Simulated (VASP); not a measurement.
# Ta2N (P-3m1) in VASP: a series of runs

Ta2N is run at these levels: r2SCAN, PBEsol; tasks: single point.

Everything below comes from runs of VASP 6.6.1. Logs are shortened: lines on timing, memory, paths and dates and some standing lists are left out, and cuts for length are marked.

## (1) The cell of the first run

It takes space group P-3m1 (No. 164, trigonal). The conventional cell has a = 3.174 Å, b = 3.174 Å, c = 4.965 Å, α = 90.00°, β = 90.00°, γ = 120.00°. Ta (site symmetry 3m) has 3 N at 2.23 Å within 2.9 Å. Within 2.9 Å of N (site symmetry -3m) lie 6 Ta at 2.23 Å.

## (2) Single point, r2SCAN

File POSCAR:

```
Ta2N
1.0
    3.1739135059      0.0000000000      0.0000000000
   -1.5869567530      2.7486897255      0.0000000000
    0.0000000000      0.0000000000      4.9653523268
Ta N
2 1
Direct
    0.3333333333      0.6666666667      0.2547110000
    0.6666666667      0.3333333333      0.7452890000
    0.0000000000      0.0000000000      0.0000000000
```

File INCAR.step1:

```
PREC = Accurate ; ENCUT = 520
ISMEAR = -1 ; SIGMA = 0.05
LREAL = F ; LASPH = T
NELM = 60 ; NBANDS = 20
GGA = PE ; ALGO = Normal
EDIFF = 1E-4 ; LWAVE = T
LCHARG = F
```

File INCAR.step2:

```
PREC = Accurate ; ENCUT = 520
EDIFF = 1E-6 ; ISMEAR = -1
SIGMA = 0.05 ; LREAL = F
LASPH = T ; NELM = 60
ALGO = Normal ; ISIF = 2
LWAVE = F ; LCHARG = F
METAGGA = R2SCAN ; LMIXTAU = T
NBANDS = 20 ; ISTART = 1
```

File KPOINTS:

```
regular mesh
0
Gamma
  10 10 6
```

Potentials or basis: VASP PAW PBE potentials, release 64 (Ta_pv, N).

Command:

```sh
$ cat potpaw_PBE.64/Ta_pv/POTCAR potpaw_PBE.64/N/POTCAR > POTCAR
$ cp INCAR.step1 INCAR
$ mpirun -np 1 vasp_std > vasp.out
$ cp INCAR.step2 INCAR
$ mpirun -np 1 vasp_std > vasp.out
```

OUTCAR:

```text
PREC = Accurate
   ENCUT = 520
   EDIFF = 1E-6
   ISMEAR = -1
   LREAL = F
   LASPH = T
   NELM = 60
   ISIF = 2
   METAGGA = R2SCAN
   ISTART = 1

 ion  position               nearest neighbor table
   1  0.333  0.667  0.255-   3 2.23   3 2.23   3 2.23   2 3.05   2 3.05   2 3.05   2 3.12   2 3.12
                             2 3.12
   2  0.667  0.333  0.745-   3 2.23   3 2.23   3 2.23   1 3.05   1 3.05   1 3.05   1 3.12   1 3.12
                             1 3.12
   3  0.000  0.000  0.000-   1 2.23   2 2.23   2 2.23   1 2.23   2 2.23   1 2.23

  LATTYP: Found a hexagonal cell.
 ALAT       =     3.1739135059
 C/A-ratio  =     1.5644258476

  Lattice vectors:

 A1 = (   3.1739135059,   0.0000000000,   0.0000000000)
 A2 = (  -1.5869567530,   2.7486897255,   0.0000000000)
 A3 = (   0.0000000000,   0.0000000000,   4.9653523268)

Analysis of symmetry for initial positions (statically):
=====================================================================
 Subroutine PRICEL returns:
 Original cell was already a primitive cell.

 Routine SETGRP: Setting up the symmetry group for a
 hexagonal supercell.

 Subroutine GETGRP returns: Found 12 space group operations
 (whereof 12 operations were pure point group operations)
 out of a pool of 24 trial point group operations.

The static configuration has the point symmetry D_3d.

Analysis of symmetry for dynamics (positions and initial velocities):
=====================================================================
 Subroutine PRICEL returns:
 Original cell was already a primitive cell.

 Routine SETGRP: Setting up the symmetry group for a
 hexagonal supercell.

 Subroutine GETGRP returns: Found 12 space group operations
 (whereof 12 operations were pure point group operations)
 out of a pool of 24 trial point group operations.

The dynamic configuration has the point symmetry D_3d.

 Subroutine INISYM returns: Found 12 space group operations
 (whereof 12 operations are pure point group operations),
 and found     1 'primitive' translations

----------------------------------------------------------------------------------------

                                     Primitive cell

  volume of cell :      43.3182

  direct lattice vectors                    reciprocal lattice vectors
     3.173913506  0.000000000  0.000000000     0.315068447  0.181904853  0.000000000
    -1.586956753  2.748689725  0.000000000     0.000000000  0.363809706  0.000000000
     0.000000000  0.000000000  4.965352327     0.000000000  0.000000000  0.201395578

  length of vectors
     3.173913506  3.173913506  4.965352327     0.363809706  0.363809706  0.201395578

  position of ions in fractional coordinates (direct lattice)
     0.333333333  0.666666667  0.254711000
     0.666666667  0.333333333  0.745289000
     0.000000000  0.000000000  0.000000000

  ion indices of the primitive-cell ions
   primitive index   ion index
                 1           1
                 2           2
                 3           3

----------------------------------------------------------------------------------------

 KPOINTS: regular mesh

Automatic generation of k-mesh.
 Grid dimensions read from file:
 generate k-points for:   10   10    6

 Generating k-lattice:

  Cartesian coordinates                     Fractional coordinates (reciprocal lattice)
     0.031506845  0.018190485  0.000000000     0.100000000  0.000000000  0.000000000
     0.000000000  0.036380971  0.000000000     0.000000000  0.100000000  0.000000000
     0.000000000  0.000000000  0.033565930     0.000000000  0.000000000  0.166666667

  Length of vectors
     0.036380971  0.036380971  0.033565930

  Shift w.r.t. Gamma in fractional coordinates (k-lattice)
     0.000000000  0.000000000  0.000000000

 Subroutine IBZKPT returns following result:
 ===========================================

 Found     72 irreducible k-points:

 Following reciprocal coordinates:
            Coordinates               Weight
  0.000000  0.000000  0.000000      1.000000
  0.100000  0.000000  0.000000      6.000000
  0.200000  0.000000  0.000000      6.000000
  0.300000  0.000000  0.000000      6.000000
  0.400000  0.000000  0.000000      6.000000
  0.500000  0.000000  0.000000      3.000000
[... 16 lines left out ...]
  0.000000  0.400000  0.166667      6.000000
  0.500000  0.000000  0.166667      6.000000
 [... further k-points ...]
   k-points           NKPTS =     72   k-points in BZ     NKDIM =     72   number of bands    NBANDS=     20
   number of dos      NEDOS =    301   number of ions     NIONS =      3
   total plane-waves  NPLWV =  23040
   dimension x,y,z NGX =    24 NGY =   24 NGZ =   40
   dimension x,y,z NGXF=    48 NGYF=   48 NGZF=   80
   ions per type =               2   1
   NGX,Y,Z   is equivalent  to a cutoff of  12.57, 12.57, 13.39 a.u.
   NGXF,Y,Z  is equivalent  to a cutoff of  25.14, 25.14, 26.78 a.u.
 SYSTEM =  unknown system
   PREC   = accura    normal or accurate (medium, high low for compatibility)
   ISTART =      1    job   : 0-new  1-cont  2-samecut
   ICHARG =      0    charge: 1-file 2-atom 10-const
   ISPIN  =      1    spin polarized calculation?
   LNONCOLLINEAR =      F non collinear calculations
   LSORBIT =      F    spin-orbit coupling
   LASPH  =      T    aspherical Exc in radial PAW
   ENCUT  =  520.0 eV  38.22 Ry    6.18 a.u.   5.90  5.90  9.23*2*pi/ulx,y,z
   NELM   =     60;   NELMIN=  2; NELMDL=  0     # of ELM steps
   EDIFF  = 0.1E-05   stopping-criterion for ELM
   LREAL  =      F    real-space projection
   EDIFFG = 0.1E-04   stopping-criterion for IOM
   NSW    =      0    number of steps for IOM
   IBRION =     -1    ionic relax: 0-MD 1-quasi-New 2-CG
   NFREE  =      0    steps in history (QN), initial steepest desc. (CG)
   ISIF   =      2    stress and relaxation
   ISYM   =      2    0-nonsym 1-usesym 2-fastsym
   POTIM  = 0.5000    time-step for ionic-motion
   TEBEG  =    0.0;   TEEND  =   0.0 temperature during run
   PSTRESS=    0.0 pullay stress
   NELECT =      27.0000    total number of electrons
   NUPDOWN=      -1.0000    fix difference up-down
   EMIN   =  10.00;   EMAX   =-10.00  energy-range for DOS
   EFERMI =   0.00;   METHOD = LEGACY
   ISMEAR =    -1;   SIGMA  =   0.05  broadening in eV -4-tet -1-fermi 0-gaus
   EFERMI_NEDOS =   21; number of points for ismear=-14 and -15
   IALGO  =     38    algorithm
   IMIX   =      4    mixing-type and parameters
     AMIX     =   0.40;   BMIX     =  1.00
     AMIX_MAG =   1.60;   BMIX_MAG =  1.00
  volume/ion in A,a.u.               =      14.44        97.44
  Fermi-wavevector in a.u.,A,eV,Ry     =   1.398425  2.642640 26.607445  1.955592
  Thomas-Fermi vector in A             =   2.521584
   LORBIT       =      0    0 simple, 1 ext, 2 COOP (PROOUT), +10 PAW based schemes
   METAGGA = R2SCAN    functional components
   LHFCALC =     F    Hartree Fock is set to
   AEXX    =    0.0000 exact exchange contribution
   IVDW    =     0    specifies the selected vdW correction
   LEPSILON=     F    determine dielectric tensor
   LRPA    =     F    only Hartree local field effects (RPA)
 non-spin polarized calculation
  energy-cutoff  :      520.00
  volume of cell :       43.32
 maximum number of plane-waves:      1186
   NGX = 11   NGY = 11   NGZ = 19

 number of electron      27.0000001 magnetization

 Free energy of the ion-electron system (eV)
  ---------------------------------------------------
  ext. energy  EPLUGINS =         0.00000000
  ---------------------------------------------------
  free energy    TOTEN  =      -108.83989158 eV

  energy without entropy =     -108.82651309  energy(sigma->0) =     -108.83320233

 E-fermi :   6.9553     XC(G=0): -13.5663

 val. band max:        6.9512743000   @ k =   0.0000   0.3000   0.3333
 cond. band min:       6.9670185572   @ k =   0.1000   0.0000   0.0000
 fundamental gap:      0.0157442572
 Fermi energy:         6.9552673981

 k-point     1 :       0.0000    0.0000    0.0000
  band No.  band energies     occupation
      1     -30.1231      2.00000
      2     -29.5296      2.00000
      3     -29.5296      2.00000
      4     -29.4232      2.00000
      5     -29.4232      2.00000
      6     -29.3164      2.00000
[... 12 lines left out ...]
     19       8.0715      0.00000
     20      11.6820      0.00000

 k-point     2 :       0.1000    0.0000    0.0000
  band No.  band energies     occupation
      1     -30.0979      2.00000
      2     -29.5778      2.00000
      3     -29.5470      2.00000
      4     -29.4718      2.00000
      5     -29.4273      2.00000
      6     -29.3261      2.00000
[... 12 lines left out ...]
     19       8.7287      0.00000
     20      11.6086      0.00000

 k-point     3 :       0.2000    0.0000    0.0000
  band No.  band energies     occupation
      1     -30.0278      2.00000
      2     -29.7051      2.00000
      3     -29.5927      2.00000
      4     -29.5896      2.00000
      5     -29.4406      2.00000
      6     -29.3564      2.00000
[... 12 lines left out ...]
     19      10.3086      0.00000
     20      11.2006      0.00000

 k-point     4 :       0.3000    0.0000    0.0000
  band No.  band energies     occupation
      1     -29.9324      2.00000
      2     -29.8593      2.00000
      3     -29.7322      2.00000
      4     -29.6386      2.00000
      5     -29.4602      2.00000
      6     -29.4078      2.00000
[... 12 lines left out ...]
     19      10.8299      0.00000
     20      11.8685      0.00000

 k-point     5 :       0.4000    0.0000    0.0000
  band No.  band energies     occupation
      1     -29.9983      2.00000
      2     -29.8394      2.00000
      3     -29.8174      2.00000
      4     -29.6764      2.00000
      5     -29.4776      2.00000
      6     -29.4726      2.00000
[... 12 lines left out ...]
     19      10.9321      0.00000
     20      11.5229      0.00000
[... 353 lines left out ...]
      6     -29.4212      2.00000
[... 12 lines left out ...]
     19      10.5071      0.00000
     20      12.2189      0.00000

 k-point    22 :       0.4000    0.0000    0.1667
  band No.  band energies     occupation
      1     -30.0162      2.00000
      2     -29.8978      2.00000
      3     -29.7524      2.00000
      4     -29.6648      2.00000
      5     -29.4896      2.00000
      6     -29.4597      2.00000
[... 12 lines left out ...]
     19      11.1800      0.00000
     20      11.6302      0.00000

 k-point    23 :       0.0000    0.4000    0.1667
  band No.  band energies     occupation
      1     -30.0473      2.00000
      2     -29.8750      2.00000
      3     -29.7326      2.00000
      4     -29.6618      2.00000
      5     -29.4927      2.00000
      6     -29.4704      2.00000
[... 12 lines left out ...]
     19      10.9123      0.00000
     20      12.6840      0.00000

 k-point    24 :       0.5000    0.0000    0.1667
  band No.  band energies     occupation
      1     -30.0733      2.00000
      2     -29.9212      2.00000
      3     -29.7094      2.00000
      4     -29.6769      2.00000
      5     -29.4985      2.00000
      6     -29.4946      2.00000
[... 12 lines left out ...]
     19      11.2218      0.00000
     20      12.0279      0.00000

 [... further k-points ...]
[... 5 lines left out ...]
  --------------------------------------------------------------------------------------
  -------------------------------------------------------------------------------------
  Total       -5.2281995     -5.2281995     -4.6660151      0.0000000     -0.0000000      0.0000000
  in kB     -193.3712306   -193.3712306   -172.5781651      0.0000000     -0.0000000      0.0000000
  external PRESSURE =    -186.4402088 kB  Pullay stress =       0.0000000 kB

 VOLUME and BASIS-vectors are now :
 -----------------------------------------------------------------------------
  energy-cutoff  :      520.00
  volume of cell :       43.32
      direct lattice vectors                 reciprocal lattice vectors
     3.173913506  0.000000000  0.000000000     0.315068447  0.181904853  0.000000000
    -1.586956753  2.748689725  0.000000000     0.000000000  0.363809706  0.000000000
     0.000000000  0.000000000  4.965352327     0.000000000  0.000000000  0.201395578

 POSITION                                       TOTAL-FORCE (eV/Angst)
 -----------------------------------------------------------------------------------
     -0.00000      1.83246      1.26473         0.000000     -0.000000     -0.126514
      1.58696      0.91623      3.70062        -0.000000      0.000000      0.126514
      0.00000      0.00000      0.00000        -0.000000      0.000000      0.000000
 -----------------------------------------------------------------------------------
    total drift:                               -0.000000      0.000000      0.000000

  FREE ENERGIE OF THE ION-ELECTRON SYSTEM (eV)
  ---------------------------------------------------
  free  energy   TOTEN  =      -108.8398915769 eV

  energy  without entropy=     -108.8265130857  energy(sigma->0) =     -108.83320233
```

Run time: 76 s. Hardware: 1 thread of Intel Xeon 6975P-C (Granite Rapids), shared host; peak memory 0.2 GiB.

What came out:

```yaml
Free_energy: -108.8399 eV
Pressure: -18.6 GPa
Largest_force: 0.127 eV/Å
```

Forces in eV/Å, atoms in the order of the input:
```
Ta   0.000  0.000 -0.127
Ta   0.000  0.000  0.127
N    0.000  0.000  0.000
```

Stress tensor (GPa, compression positive):
```
-19.34   0.00   0.00
  0.00 -19.34   0.00
  0.00   0.00 -17.26
```

Levels at points of the mesh, in eV from the Fermi level:
| k point | band 9 | band 10 | band 11 | band 12 | band 13 | band 14 | band 15 | band 16 | band 17 | band 18 |
| --- | --- | --- | --- | --- | --- | --- | --- | --- | --- | --- |
| (0.00, 0.00, 0.00) | -6.09 | -6.09 | -5.40 | -0.59 | -0.20 | -0.20 | 0.19 | 0.30 | 0.30 | 1.12 |
| (0.50, 0.00, 0.00) | -6.62 | -6.42 | -4.40 | -2.84 | -1.64 | 1.68 | 1.79 | 3.54 | 3.73 | 3.95 |
| (0.00, 0.00, 0.50) | -6.26 | -6.26 | -2.92 | -2.88 | -1.03 | -1.03 | 1.69 | 1.76 | 2.18 | 2.18 |
| (0.50, 0.00, 0.50) | -6.74 | -6.19 | -3.25 | -2.43 | -2.25 | -0.35 | 0.65 | 3.14 | 3.35 | 3.76 |

Caveat: the PAW data sets were made with another functional, which shifts forces and pressure a little; spin-orbit coupling is left out, which moves the levels of the heavy elements.

(Continued in part 2 of 2.)
